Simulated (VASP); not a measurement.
Write the native input for VASP 6.6.1 that does the following.

* Task: single point
* Functional: PBE
* Potentials or basis: VASP PAW PBE potentials, release 64 (Ir, F)
* Cutoff: 520 eV
* k mesh: 10 × 7 × 1
* Occupations: gaussian, width 0.1 eV
* Spin: no spin polarisation
* Dipole correction: yes
* Further INCAR settings: ALGO = Normal; EDIFF = 1e-07; NBANDS = 30

The structure of Ir4F lies in POSCAR:

```
Ir4F
1.0
    2.7367600872      0.0000000000      0.0000000000
    0.0000000000      3.8703632323      0.0000000000
    0.0000000000      0.0000000000     19.4599433740
Ir F
4 1
Direct
    0.5000000000      0.5000000000      0.2055504440
    0.0000000000      0.0000000000      0.2758682253
    0.5000000000      0.5000000000      0.3454282602
    0.0000000000      0.0000000000      0.4090424736
    0.0000000000      0.1250000000      0.5029738831
```

One way to write it, as run:

INCAR

```
PREC = Accurate
ENCUT = 520
EDIFF = 1E-7
ISMEAR = 0
SIGMA = 0.1
LREAL = False
LASPH = True
NELM = 80
ALGO = Normal
ISIF = 2
LWAVE = False
LCHARG = False
LDIPOL = True
IDIPOL = 3
DIPOL = 0.5 0.5 0.348
GGA = PE
NBANDS = 30
```

KPOINTS

```
regular mesh
0
Gamma
  10 7 1
```

Potentials or basis: VASP PAW PBE potentials, release 64 (Ir, F).

Launch:

```console
$ cat potpaw_PBE.64/Ir/POTCAR potpaw_PBE.64/F/POTCAR > POTCAR
$ mpirun -np 1 vasp_std > vasp.out
```

Results of the run:

The largest force is 1.457 eV/Å and the band gap on the k mesh is zero (an odd number of electrons rules out a gap without spin polarisation).

Caveat: spin-orbit coupling is left out, which moves the levels of the heavy elements; an odd number of electrons without spin polarisation forces a metal; a magnetic or distorted state may lie lower.

Wall time 4.1 min on 1 thread of Intel(R) Xeon(R) Platinum 8488C (Sapphire Rapids), with other jobs on the host, peak memory 0.35 GiB.
